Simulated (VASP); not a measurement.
# TiO2: single point with PBE

The system is TiO2.

```xyz
6
Lattice="-1.9056 1.9056 4.9052 1.9056 -1.9056 4.9052 1.9056 1.9056 -4.9052" Properties=species:S:1:pos:R:3 pbc="T T T"
Ti    0.0000    0.0000    0.0000
Ti    0.0000    1.9056    2.4526
O     0.0000    1.9056    4.4654
O     0.0000    0.0000    2.0129
O     0.0000    1.9056    0.4397
O     0.0000    0.0000    7.7975
```

```json
{
  "Program": "VASP 6.6.1",
  "Task": "single point",
  "Functional": "PBE",
  "Potentials or basis": "VASP PAW PBE potentials, release 64 (Ti_sv, O)",
  "Cutoff": "520 eV",
  "k mesh": "10 × 10 × 10",
  "Occupations": "gaussian, width 0.02 eV",
  "Spin": "no spin polarisation"
}
```

The pressure is -2.4 GPa, the largest force is 0.017 eV/Å and the band gap on the k mesh is 2.12 eV (least direct gap 2.38 eV).

Forces in eV/Å, atoms in the order of the input:
```
Ti   0.000  0.000  0.000
Ti   0.000  0.000  0.000
O    0.000  0.000  0.017
O    0.000  0.000  0.017
O    0.000  0.000 -0.017
O    0.000  0.000 -0.017
```

Levels at points of the mesh, in eV from the valence-band top:
```
           k point  band 21  band 22  band 23  band 24  band 25  band 26  band 27  band 28
(0.00, 0.00, 0.00)    -0.80    -0.78    -0.37    -0.37     2.12     2.74     3.96     3.96
(0.50, 0.00, 0.00)    -1.81    -0.83    -0.82    -0.63     3.16     3.41     3.44     3.49
(0.50, 0.50, 0.00)    -1.90    -1.90    -0.05    -0.05     3.14     3.14     3.61     3.61
(0.50, 0.50, 0.50)    -1.20    -1.20    -0.07    -0.07     2.42     2.42     3.66     3.66
```

Run time: 10 min on 1 thread of Intel Xeon 8259CL (shared host), peak memory 0.38 GiB.

A k mesh can miss the band edges.
